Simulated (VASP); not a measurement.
# BN (F-43m) in VASP: notebook, part 2 of 2

VASP 6.6.1.

## Step 4: Relaxation of cell and atoms, LDA

Contents of INCAR:

```
ALGO     = Normal         # electronic algorithm
EDIFF    = 1E-6           # SCF threshold, eV
EDIFFG   = -0.005         # ionic threshold
ENCUT    = 600            # plane-wave cutoff, eV
IBRION   = 2              # ionic algorithm
ISIF     = 3              # what is computed and relaxed
ISMEAR   = 0              # smearing method
LASPH    = T              # aspherical terms in the spheres
LCHARG   = F              # write CHGCAR
LREAL    = F              # projectors in reciprocal space
LWAVE    = F              # write WAVECAR
NELM     = 60             # most SCF steps
NSW      = 100            # ionic steps
PREC     = Accurate       # precision mode
SIGMA    = 0.02           # smearing width, eV
```

Contents of KPOINTS:

```
k-points
0
Gamma
  12 12 12
```

Contents of POSCAR:

```
BN
1.0
    0.0000000000      1.7905249350      1.7905249350
    1.7905249350      0.0000000000      1.7905249350
    1.7905249350      1.7905249350      0.0000000000
B N
1 1
Direct
    0.0000000000      0.0000000000      0.0000000000
    0.7500000000      0.7500000000      0.7500000000
```

Potentials or basis: VASP PAW LDA potentials, release 64 (B, N).

The run is started by

```
$ cat potpaw_LDA.64/B/POTCAR potpaw_LDA.64/N/POTCAR > POTCAR
$ mpirun -np 1 vasp_std > vasp.out
```

OUTCAR:

```text
EDIFF = 1E-6
   EDIFFG = -0.005
   ENCUT = 600
   IBRION = 2
   ISIF = 3
   ISMEAR = 0
   LASPH = T
   LREAL = F
   NELM = 60
   NSW = 100
   PREC = Accurate

 ion  position               nearest neighbor table
   1  0.000  0.000  0.000-   2 1.55   2 1.55   2 1.55   2 1.55
   2  0.750  0.750  0.750-   1 1.55   1 1.55   1 1.55   1 1.55

  LATTYP: Found a face centered cubic cell.
 ALAT       =     3.5810498700

  Lattice vectors:

 A1 = (   0.0000000000,   1.7905249350,   1.7905249350)
 A2 = (   1.7905249350,   0.0000000000,   1.7905249350)
 A3 = (   1.7905249350,   1.7905249350,   0.0000000000)

Analysis of symmetry for initial positions (statically):
=====================================================================
 Subroutine PRICEL returns:
 Original cell was already a primitive cell.

[... 251 lines left out ...]

 E-fermi :   7.8742     XC(G=0): -13.2344

 val. band max:        7.7282855461   @ k =   0.0000   0.0000   0.0000
 cond. band min:      12.1032945907   @ k =   0.5000   0.5000   0.0000
 fundamental gap:      4.3750090446
 Fermi energy:         7.8742221813

 k-point     1 :       0.0000    0.0000    0.0000
  band No.  band energies     occupation
      1     -12.6485      2.00000
      2       7.7283      2.00000
      3       7.7283      2.00000
      4       7.7283      2.00000
      5      16.5382      0.00000
      6      16.5382      0.00000
      7      16.5382      0.00000
      8      18.6082      0.00000
[... 243 lines left out ...]
 k-point    24 :      -0.4167    0.1667    0.0000
  band No.  band energies     occupation
      1      -7.8631      2.00000
      2      -2.5207      2.00000
      3       3.5224      2.00000
      4       5.0785      2.00000
      5      17.0482      0.00000
      6      20.0266      0.00000
      7      20.2477      0.00000
      8      23.5981      0.00000

 [... further k-points ...]
[... 5 lines left out ...]
  --------------------------------------------------------------------------------------
  -------------------------------------------------------------------------------------
  Total       -0.0017388     -0.0017388     -0.0017388      0.0000000     -0.0000000      0.0000000
  in kB       -0.2423130     -0.2423130     -0.2423130      0.0000000     -0.0000000      0.0000000
  external PRESSURE =      -0.2423130 kB  Pullay stress =       0.0000000 kB
[... 17 lines left out ...]
  FREE ENERGIE OF THE ION-ELECTRON SYSTEM (eV)
  ---------------------------------------------------
  free  energy   TOTEN  =       -19.4163554212 eV

  energy  without entropy=      -19.4163554212  energy(sigma->0) =      -19.41635542

 reached required accuracy - stopping structural energy minimisation
```

OSZICAR:

```text
N       E                     dE             d eps       ncg     rms          rms(c)
DAV:   1     0.104364825547E+02    0.10436E+02   -0.58038E+03  1184   0.111E+03
DAV:   2    -0.204433929689E+02   -0.30880E+02   -0.30081E+02  1576   0.170E+02
DAV:   3    -0.205994324467E+02   -0.15604E+00   -0.15604E+00  1344   0.153E+01
[... 16 lines left out ...]
       N       E                     dE             d eps       ncg     rms          rms(c)
DAV:   1    -0.194164019178E+02   -0.87269E-04   -0.14890E-03  1296   0.426E-01    0.487E-02
DAV:   2    -0.194163585035E+02    0.43414E-04   -0.20302E-04  1160   0.108E-01    0.126E-02
DAV:   3    -0.194163562202E+02    0.22834E-05   -0.44656E-06  1392   0.227E-02    0.526E-03
DAV:   4    -0.194163554212E+02    0.79896E-06   -0.98089E-07   640   0.849E-03
   3 F= -.19416355E+02 E0= -.19416355E+02  d E =-.278934E-04
```

It took 7.7 s on 1 thread of Intel Xeon Platinum 8488C (Sapphire Rapids), shared host; peak memory 0.11 GiB.

Results:

```yaml
Free_energy: -19.4164 eV
Relaxed_volume: 5.75 Å³/atom
Relaxed_cell: a = 2.533 Å, b = 2.533 Å, c = 2.533 Å, α = 60.00°, β = 60.00°, γ = 60.00°
Space_group_after_relaxing_to_0.05_Å: F-43m (No. 216)
Energy_gained_by_relaxing: 0.0 meV/atom
Ionic_steps: 3
Pressure_after_relaxing: 0.0 GPa
Band_gap_on_the_k_mesh: 4.38 eV, indirect (least direct gap 8.81 eV)
```

Final structure:
```yaml
crystal:
  lattice:
    - [0.00000, 1.79138, 1.79138]
    - [1.79138, 0.00000, 1.79138]
    - [1.79138, 1.79138, 0.00000]
  atoms:
    - { symbol: B, position: [0.00000, 0.00000, 0.00000] }
    - { symbol: N, position: [0.75000, 0.75000, 0.75000] }
```

Levels at points of the mesh, in eV from the valence-band top:
| k point | band 2 | band 3 | band 4 | band 5 | band 6 | band 7 |
| --- | --- | --- | --- | --- | --- | --- |
| (0.00, 0.00, 0.00) | 0.00 | 0.00 | 0.00 | 8.81 | 8.81 | 8.81 |
| (0.50, 0.00, 0.00) | -10.96 | -2.00 | -2.00 | 10.56 | 10.71 | 10.71 |
| (0.50, 0.50, 0.00) | -9.06 | -5.06 | -5.06 | 4.38 | 9.30 | 18.11 |

## Step 5: Relaxation of cell and atoms, LDA

Contents of INCAR:

```
SYSTEM = BN
ALGO = Normal
EDIFF = 1E-6
EDIFFG = -0.001
ENCUT = 600
IBRION = 2
ISIF = 3
ISMEAR = 0
LASPH = .True.
LCHARG = .False.
LREAL = .False.
LWAVE = .False.
NELM = 60
NSW = 80
PREC = Accurate
SIGMA = 0.01
```

Contents of KPOINTS:

```
k-points
0
Gamma
  12 12 12
  0 0 0
```

Contents of POSCAR:

```
BN
1.0
    0.0000000000      1.7902744181      1.7902744181
    1.7902744181      0.0000000000      1.7902744181
    1.7902744181      1.7902744181      0.0000000000
B N
1 1
Direct
    0.0000000000      0.0000000000      0.0000000000
    0.7500000000      0.7500000000      0.7500000000
```

The run is started by

```
$ cat potpaw_LDA.64/B/POTCAR potpaw_LDA.64/N/POTCAR > POTCAR
$ mpirun -np 1 vasp_std > vasp.out
```

It took 8.7 s on 1 thread of Intel Xeon Platinum 8488C (Sapphire Rapids), shared host; peak memory 0.11 GiB.

Results (log left out):

```yaml
Free_energy: -19.4164 eV
Relaxed_volume: 5.75 Å³/atom
Relaxed_cell: a = 2.533 Å, b = 2.533 Å, c = 2.533 Å, α = 60.00°, β = 60.00°, γ = 60.00°
Space_group_after_relaxing_to_0.05_Å: F-43m (No. 216)
Energy_gained_by_relaxing: 0.0 meV/atom
Ionic_steps: 3
Pressure_after_relaxing: 0.0 GPa
Band_gap_on_the_k_mesh: 4.38 eV, indirect (least direct gap 8.81 eV)
```

Final structure:
```cif
data_structure
_symmetry_space_group_name_H-M 'P 1'
_symmetry_Int_Tables_number 1
_cell_length_a 2.5333
_cell_length_b 2.5333
_cell_length_c 2.5333
_cell_angle_alpha 60.000
_cell_angle_beta 60.000
_cell_angle_gamma 60.000
_cell_volume 11.50
loop_
_atom_site_label
_atom_site_type_symbol
_atom_site_fract_x
_atom_site_fract_y
_atom_site_fract_z
_atom_site_occupancy
B1 B 0.00000 0.00000 0.00000 1
N1 N 0.75000 0.75000 0.75000 1
```

Levels at points of the mesh, in eV from the valence-band top:
| k point | band 1 | band 2 | band 3 | band 4 | band 5 | band 6 | band 7 | band 8 |
| --- | --- | --- | --- | --- | --- | --- | --- | --- |
| (0.00, 0.00, 0.00) | -20.38 | 0.00 | 0.00 | 0.00 | 8.81 | 8.81 | 8.81 | 10.88 |
| (0.50, 0.00, 0.00) | -15.97 | -10.96 | -2.00 | -2.00 | 10.56 | 10.71 | 10.71 | 15.29 |
| (0.50, 0.50, 0.00) | -14.55 | -9.06 | -5.06 | -5.06 | 4.38 | 9.30 | 18.11 | 18.11 |

A k mesh can miss the band edges.

## Step 6: The runs side by side

```csv
task,cell,cutoff (eV),smearing,gap on the mesh (eV),pressure (GPa),relaxed volume (Å³/atom)
single point,"a = 2.532 Å, angles 60.0°, 2 atoms",520,gaussian 0.02 eV,4.38,1.0,-
single point,"a = 2.532 Å, angles 60.0°, 2 atoms",520,gaussian 0.01 eV,4.38,1.0,-
relaxation of cell and atoms,"relaxed from a = 2.532 Å, angles 60.0°, 2 atoms",600,gaussian 0.02 eV,4.38,0.0,5.75
relaxation of cell and atoms,"relaxed from a = 2.532 Å, angles 60.0°, 2 atoms",600,gaussian 0.01 eV,4.38,0.0,5.75
```

Alike in all rows: level LDA; potentials or basis VASP PAW LDA potentials, release 64 (B, N); no spin polarisation; k mesh 12 × 12 × 12.

Total energies depend on the potentials used, so only differences within one code and one set of settings carry meaning.
